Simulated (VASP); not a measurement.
# Au (Fm-3m) in VASP: a series of runs

Runs on Au. Level: PBEsol. Tasks: single point, relaxation of cell and atoms.

Everything below comes from runs of VASP 6.6.1. Logs are shortened: lines on timing, memory, paths and dates and some standing lists are left out, and cuts for length are marked.

### 1 The cell of the first run

The structure is cubic, space group Fm-3m (No. 225). Conventional cell: a = 4.082 Å, b = 4.082 Å, c = 4.082 Å, α = 90.00°, β = 90.00°, γ = 90.00°. Au (site symmetry m-3m) has 12 Au at 2.89 Å within 3.8 Å.

### 2 Single point, PBEsol

INCAR

```
SYSTEM = Au
ALGO = Normal
EDIFF = 1E-6
ENCUT = 520
GGA = PS
ISIF = 2
ISMEAR = 0
LASPH = .TRUE.
LCHARG = .FALSE.
LREAL = .FALSE.
LWAVE = .FALSE.
NBANDS = 12
NELM = 80
PREC = Accurate
SIGMA = 0.1
```

KPOINTS

```
k-points
0
G
  9 9 9
  0 0 0
```

POSCAR

```
Au
1.0
    2.8866507123      0.0000000000      0.0000000000
    1.4433253562      2.4999128487      0.0000000000
    1.4433253562      0.8333042829      2.3569404370
Au
1
Direct
    0.0000000000      0.0000000000      0.0000000000
```

Potentials or basis: VASP PAW PBE potentials, release 64 (Au).

The run is started by

```bash
cat potpaw_PBE.64/Au/POTCAR > POTCAR
mpirun -np 1 vasp_std > vasp.out
```

OUTCAR:

```text
SYSTEM = Au
   EDIFF = 1E-6
   ENCUT = 520
   GGA = PS
   ISIF = 2
   ISMEAR = 0
   LASPH = .TRUE.
   LREAL = .FALSE.
   NELM = 80
   PREC = Accurate

 ion  position               nearest neighbor table
   1  0.000  0.000  0.000-

  LATTYP: Found a face centered cubic cell.
 ALAT       =     4.0823405872

  Lattice vectors:

 A1 = (   2.8866507123,   0.0000000000,   0.0000000000)
 A2 = (   1.4433253562,   2.4999128487,   0.0000000000)
 A3 = (   1.4433253562,   0.8333042829,   2.3569404370)

Analysis of symmetry for initial positions (statically):
=====================================================================
 Subroutine PRICEL returns:
 Original cell was already a primitive cell.

 Routine SETGRP: Setting up the symmetry group for a
 face centered cubic supercell.

 Subroutine GETGRP returns: Found 48 space group operations
 (whereof 48 operations were pure point group operations)
 out of a pool of 48 trial point group operations.

The static configuration has the point symmetry O_h .

Analysis of symmetry for dynamics (positions and initial velocities):
=====================================================================
 Subroutine PRICEL returns:
 Original cell was already a primitive cell.

 Routine SETGRP: Setting up the symmetry group for a
 face centered cubic supercell.

 Subroutine GETGRP returns: Found 48 space group operations
 (whereof 48 operations were pure point group operations)
 out of a pool of 48 trial point group operations.

The dynamic configuration has the point symmetry O_h .

 Subroutine INISYM returns: Found 48 space group operations
 (whereof 48 operations are pure point group operations),
 and found     1 'primitive' translations

----------------------------------------------------------------------------------------

                                     Primitive cell

  volume of cell :      17.0086

  direct lattice vectors                    reciprocal lattice vectors
     2.886650712  0.000000000  0.000000000     0.346422238 -0.200006972 -0.141426286
     1.443325356  2.499912849  0.000000000     0.000000000  0.400013945 -0.141426286
     1.443325356  0.833304283  2.356940437     0.000000000  0.000000000  0.424278859

  length of vectors
     2.886650712  2.886650712  2.886650712     0.424278859  0.424278859  0.424278859

  position of ions in fractional coordinates (direct lattice)
     0.000000000  0.000000000  0.000000000

[... 75 lines left out ...]
   EDIFF  = 0.1E-05   stopping-criterion for ELM
   LREAL  =      F    real-space projection
   EDIFFG = 0.1E-04   stopping-criterion for IOM
   NSW    =      0    number of steps for IOM
   IBRION =     -1    ionic relax: 0-MD 1-quasi-New 2-CG
   NFREE  =      0    steps in history (QN), initial steepest desc. (CG)
   ISIF   =      2    stress and relaxation
   ISYM   =      2    0-nonsym 1-usesym 2-fastsym
   POTIM  = 0.5000    time-step for ionic-motion
   TEBEG  =    0.0;   TEEND  =   0.0 temperature during run
   PSTRESS=    0.0 pullay stress
   NELECT =      11.0000    total number of electrons
   NUPDOWN=      -1.0000    fix difference up-down
   EMIN   =  10.00;   EMAX   =-10.00  energy-range for DOS
   EFERMI =   0.00;   METHOD = LEGACY
   ISMEAR =     0;   SIGMA  =   0.10  broadening in eV -4-tet -1-fermi 0-gaus
   EFERMI_NEDOS =   21; number of points for ismear=-14 and -15
   IALGO  =     38    algorithm
   IMIX   =      4    mixing-type and parameters
     AMIX     =   0.40;   BMIX     =  1.00
     AMIX_MAG =   1.60;   BMIX_MAG =  1.00
  volume/ion in A,a.u.               =      17.01       114.78
  Fermi-wavevector in a.u.,A,eV,Ry     =   1.415739  2.675359 27.270382  2.004317
  Thomas-Fermi vector in A             =   2.537146
   LORBIT       =      0    0 simple, 1 ext, 2 COOP (PROOUT), +10 PAW based schemes
   GGA     = PS    functional components
   LHFCALC =     F    Hartree Fock is set to
   AEXX    =    0.0000 exact exchange contribution
   IVDW    =     0    specifies the selected vdW correction
   LEPSILON=     F    determine dielectric tensor
   LRPA    =     F    only Hartree local field effects (RPA)
 non-spin polarized calculation
 Gauss-broadening in eV      SIGMA  =   0.10
  energy-cutoff  :      520.00
  volume of cell :       17.01
 maximum number of plane-waves:       470
 NGX is ok and might be reduce to    24
   NGX = 11   NGY = 11   NGZ = 11

 number of electron      11.0000000 magnetization

 Free energy of the ion-electron system (eV)
  ---------------------------------------------------
  ext. energy  EPLUGINS =         0.00000000
  ---------------------------------------------------
  free energy    TOTEN  =        -3.94849279 eV

  energy without entropy =       -3.94812291  energy(sigma->0) =       -3.94830785

 E-fermi :   9.2877     XC(G=0): -12.8950

 val. band max:        8.9171229757   @ k =   0.4444   0.3333   0.0000
 cond. band min:       9.3354262955   @ k =   0.4444   0.4444   0.0000
 fundamental gap:      0.4183033198
 Fermi energy:         9.2877327389

 k-point     1 :       0.0000    0.0000    0.0000
  band No.  band energies     occupation
      1      -0.6301      2.00000
      2       4.6266      2.00000
      3       4.6266      2.00000
      4       4.6266      2.00000
      5       6.1608      2.00000
      6       6.1608      2.00000
      7      23.8101      0.00000
      8      27.8126      0.00000
      9      27.8126      0.00000
     10      27.8126      0.00000
     11      32.6851      0.00000
     12      37.3735      0.00000
[... 331 lines left out ...]
 k-point    24 :       0.4444    0.4444    0.0000
  band No.  band energies     occupation
      1       2.2699      2.00000
      2       2.6009      2.00000
      3       7.2888      2.00000
      4       7.5515      2.00000
      5       7.5515      2.00000
      6       9.3354      0.50000
      7      16.2446      0.00000
      8      19.5734      0.00000
      9      19.5734      0.00000
     10      26.3848      0.00000
     11      28.9913      0.00000
     12      37.0059      0.00000

 [... further k-points ...]
[... 5 lines left out ...]
  --------------------------------------------------------------------------------------
  -------------------------------------------------------------------------------------
  Total       -0.0305877     -0.0305877     -0.0305877     -0.0000000     -0.0000000     -0.0000000
  in kB       -2.8813103     -2.8813103     -2.8813103     -0.0000000     -0.0000000     -0.0000000
  external PRESSURE =      -2.8813103 kB  Pullay stress =       0.0000000 kB

 VOLUME and BASIS-vectors are now :
 -----------------------------------------------------------------------------
  energy-cutoff  :      520.00
  volume of cell :       17.01
      direct lattice vectors                 reciprocal lattice vectors
     2.886650712  0.000000000  0.000000000     0.346422238 -0.200006972 -0.141426286
     1.443325356  2.499912849  0.000000000     0.000000000  0.400013945 -0.141426286
     1.443325356  0.833304283  2.356940437     0.000000000  0.000000000  0.424278859

 POSITION                                       TOTAL-FORCE (eV/Angst)
 -----------------------------------------------------------------------------------
      0.00000      0.00000      0.00000        -0.000000     -0.000000      0.000000
 -----------------------------------------------------------------------------------
    total drift:                                0.000000     -0.000000      0.000000

  FREE ENERGIE OF THE ION-ELECTRON SYSTEM (eV)
  ---------------------------------------------------
  free  energy   TOTEN  =        -3.9484927932 eV

  energy  without entropy=       -3.9481229111  energy(sigma->0) =       -3.94830785
```

OSZICAR:

```text
N       E                     dE             d eps       ncg     rms          rms(c)
DAV:   1     0.506142715632E+02    0.50614E+02   -0.54893E+03   880   0.806E+02
DAV:   2    -0.357917293002E+01   -0.54193E+02   -0.51398E+02   996   0.188E+02
DAV:   3    -0.428219997987E+01   -0.70303E+00   -0.70256E+00  1004   0.210E+01
DAV:   4    -0.428467486629E+01   -0.24749E-02   -0.24748E-02  1012   0.140E+00
DAV:   5    -0.428469328668E+01   -0.18420E-04   -0.18420E-04  1048   0.117E-01    0.959E+00
DAV:   6    -0.397341542972E+01    0.31128E+00   -0.85173E-01   928   0.737E+00    0.594E+00
DAV:   7    -0.395146918438E+01    0.21946E-01   -0.68238E-02   984   0.207E+00    0.287E+00
DAV:   8    -0.394850143687E+01    0.29677E-02   -0.12755E-03   956   0.330E-01    0.269E-01
DAV:   9    -0.394849068284E+01    0.10754E-04   -0.22413E-05   968   0.362E-02    0.214E-02
DAV:  10    -0.394849276833E+01   -0.20855E-05   -0.16826E-06  1016   0.103E-02    0.112E-03
DAV:  11    -0.394849279318E+01   -0.24851E-07   -0.52049E-08   552   0.182E-03
   1 F= -.39484928E+01 E0= -.39483079E+01  d E =-.369882E-03
```

It took 5.6 s on 1 thread of Intel Xeon Platinum 8375C at 2.90GHz (Ice Lake), shared host; peak memory 0.14 GiB.

Results:

* Free energy: -3.9485 eV
* Pressure: -0.3 GPa

Caveat: the PAW data sets were made with another functional, which shifts forces and pressure a little; spin-orbit coupling is left out, which moves the levels of the heavy elements.

### 3 Relaxation of cell and atoms, PBEsol

This run uses another cell than the first one, of 16.85 Å³/atom, 0.991 times its volume.

INCAR

```
PREC     = Accurate       # precision mode
ENCUT    = 600            # plane-wave cutoff, eV
EDIFF    = 1E-6           # SCF threshold, eV
ISMEAR   = 0              # smearing method
SIGMA    = 0.1            # smearing width, eV
LREAL    = False          # projectors in reciprocal space
LASPH    = True           # aspherical terms in the spheres
NELM     = 100            # most SCF steps
ALGO     = Normal         # electronic algorithm
ISIF     = 3              # what is computed and relaxed
LWAVE    = False          # write WAVECAR
LCHARG   = False          # write CHGCAR
GGA      = PS             # functional
IBRION   = 2              # ionic algorithm
NSW      = 80             # ionic steps
EDIFFG   = -0.02          # ionic threshold
```

KPOINTS

```
regular mesh
0
Gamma
  9 9 9
```

POSCAR

```
Au
1.0
    2.8779250000      0.0000000000      0.0000000000
    1.4389625000      2.4923561602      0.0000000000
    1.4389625000      0.8307853867      2.3498159227
Au
1
Direct
    0.0000000000      0.0000000000      0.0000000000
```

Potentials or basis: VASP PAW PBE potentials, release 64 (Au).

The run is started by

```bash
cat potpaw_PBE.64/Au/POTCAR > POTCAR
mpirun -np 1 vasp_std > vasp.out
```

OUTCAR:

```text
PREC = Accurate
   ENCUT = 600
   EDIFF = 1E-6
   ISMEAR = 0
   LREAL = False
   LASPH = True
   NELM = 100
   ISIF = 3
   GGA = PS
   IBRION = 2
   NSW = 80
   EDIFFG = -0.02

 ion  position               nearest neighbor table
   1  0.000  0.000  0.000-

  LATTYP: Found a face centered cubic cell.
 ALAT       =     4.0700005665

  Lattice vectors:

 A1 = (   2.8779250000,   0.0000000000,   0.0000000000)
 A2 = (   1.4389625000,   2.4923561602,   0.0000000000)
 A3 = (   1.4389625000,   0.8307853867,   2.3498159227)

Analysis of symmetry for initial positions (statically):
=====================================================================
 Subroutine PRICEL returns:
 Original cell was already a primitive cell.

 Routine SETGRP: Setting up the symmetry group for a
 face centered cubic supercell.

 Subroutine GETGRP returns: Found 48 space group operations
 (whereof 48 operations were pure point group operations)
 out of a pool of 48 trial point group operations.

The static configuration has the point symmetry O_h .

Analysis of symmetry for dynamics (positions and initial velocities):
=====================================================================
 Subroutine PRICEL returns:
 Original cell was already a primitive cell.

 Routine SETGRP: Setting up the symmetry group for a
 face centered cubic supercell.

 Subroutine GETGRP returns: Found 48 space group operations
 (whereof 48 operations were pure point group operations)
 out of a pool of 48 trial point group operations.

The dynamic configuration has the point symmetry O_h .

 Subroutine INISYM returns: Found 48 space group operations
 (whereof 48 operations are pure point group operations),
 and found     1 'primitive' translations

----------------------------------------------------------------------------------------

[... 118 lines left out ...]
   IVDW    =     0    specifies the selected vdW correction
   LEPSILON=     F    determine dielectric tensor
   LRPA    =     F    only Hartree local field effects (RPA)
 conjugate gradient relaxation of ions
 non-spin polarized calculation
 Gauss-broadening in eV      SIGMA  =   0.10
  energy-cutoff  :      600.00
  volume of cell :       16.85
 maximum number of plane-waves:       571
   NGX = 11   NGY = 11   NGZ = 11

--------------------------------------- Ionic step        1  -------------------------------------------

 number of electron      10.9999999 magnetization

 Free energy of the ion-electron system (eV)
  ---------------------------------------------------
  ext. energy  EPLUGINS =         0.00000000
  ---------------------------------------------------
  free energy    TOTEN  =        -3.94778208 eV

  energy without entropy =       -3.94741219  energy(sigma->0) =       -3.94759714

------------------------ aborting loop because EDIFF is reached ----------------------------------------

  FORCE on cell =-STRESS in cart. coord.  units (eV):
  Direction    XX          YY          ZZ          XY          YZ          ZX
  --------------------------------------------------------------------------------------
  -------------------------------------------------------------------------------------
  Total        0.1520978      0.1520978      0.1520978     -0.0000000     -0.0000000     -0.0000000
  in kB       14.4580652     14.4580652     14.4580652     -0.0000000     -0.0000000     -0.0000000
  external PRESSURE =      14.4580652 kB  Pullay stress =       0.0000000 kB
[... 57 lines left out ...]
--------------------------------------- Ionic step        3  -------------------------------------------

 number of electron      11.0000000 magnetization

 Free energy of the ion-electron system (eV)
  ---------------------------------------------------
  ext. energy  EPLUGINS =         0.00000000
  ---------------------------------------------------
  free energy    TOTEN  =        -3.94838257 eV

  energy without entropy =       -3.94801269  energy(sigma->0) =       -3.94819763

 E-fermi :   9.3035     XC(G=0): -12.9015

 val. band max:        8.9352032508   @ k =   0.4444   0.3333  -0.0000
 cond. band min:       9.3511610033   @ k =   0.4444   0.4444  -0.0000
 fundamental gap:      0.4159577525
 Fermi energy:         9.3034674609

 k-point     1 :       0.0000    0.0000    0.0000
  band No.  band energies     occupation
      1      -0.6233      2.00000
      2       4.6391      2.00000
      3       4.6391      2.00000
      4       4.6391      2.00000
      5       6.1762      2.00000
      6       6.1762      2.00000
      7      23.8270      0.00000
      8      27.8360      0.00000
      9      27.8360      0.00000
[... 265 lines left out ...]
 k-point    24 :       0.4444    0.4444   -0.0000
  band No.  band energies     occupation
      1       2.2780      2.00000
      2       2.6096      2.00000
      3       7.3064      2.00000
      4       7.5696      2.00000
      5       7.5696      2.00000
      6       9.3512      0.50000
      7      16.2721      0.00000
      8      19.5957      0.00000
      9      19.5957      0.00000

 [... further k-points ...]
[... 5 lines left out ...]
  --------------------------------------------------------------------------------------
  -------------------------------------------------------------------------------------
  Total       -0.0001826     -0.0001826     -0.0001826      0.0000000      0.0000000      0.0000000
  in kB       -0.0172157     -0.0172157     -0.0172157      0.0000000      0.0000000      0.0000000
  external PRESSURE =      -0.0172157 kB  Pullay stress =       0.0000000 kB
[... 16 lines left out ...]
  FREE ENERGIE OF THE ION-ELECTRON SYSTEM (eV)
  ---------------------------------------------------
  free  energy   TOTEN  =        -3.9483825728 eV

  energy  without entropy=       -3.9480126904  energy(sigma->0) =       -3.94819763

 reached required accuracy - stopping structural energy minimisation
```

CONTCAR:

```text
Au
   1.00000000000000
     2.8855846700391665   -0.0000000000000000   -0.0000000000000000
     1.4427923350195833    2.4989896290386340   -0.0000000000000941
     1.4427923350195833    0.8329965429793673    2.3560700170982507
  Au
     1
Direct
     0.0000000000000000    0.0000000000000000    1.0000000000000000

  0.00000000E+00  0.00000000E+00  0.00000000E+00
```

Wall time 12 s (1 thread of Intel Xeon Platinum 8375C at 2.90GHz (Ice Lake), shared host); peak memory 0.14 GiB.

Results:

| Item | Value |
| --- | --- |
| Free energy | -3.9484 eV |
| Relaxed volume | 16.99 Å³/atom |
| Relaxed cell | a = 2.886 Å, b = 2.886 Å, c = 2.886 Å, α = 60.00°, β = 60.00°, γ = 60.00° |
| Space group after relaxing (to 0.05 Å) | Fm-3m (No. 225) |
| Energy gained by relaxing | 0.6 meV/atom |
| Ionic steps | 3 |
| Pressure after relaxing | 0.0 GPa |

Step by step:
```tsv
step	energy change (eV)	largest force (eV/Å)	pressure (GPa)	volume (Å³)
1	0.0000	0.0000	1.45	16.85
2	0.0012	0.0000	-2.37	17.23
3	-0.0006	0.0000	0.00	16.99
```

Final structure:
```
Au
1.0
     2.88558    0.00000    0.00000
     1.44279    2.49899    0.00000
     1.44279    0.83300    2.35607
Au
1
Direct
  0.00000 0.00000 0.00000
```

Caveat: the PAW data sets were made with another functional, which shifts forces and pressure a little; spin-orbit coupling is left out, which moves the levels of the heavy elements. Zero-point motion and thermal expansion aren't in these numbers.
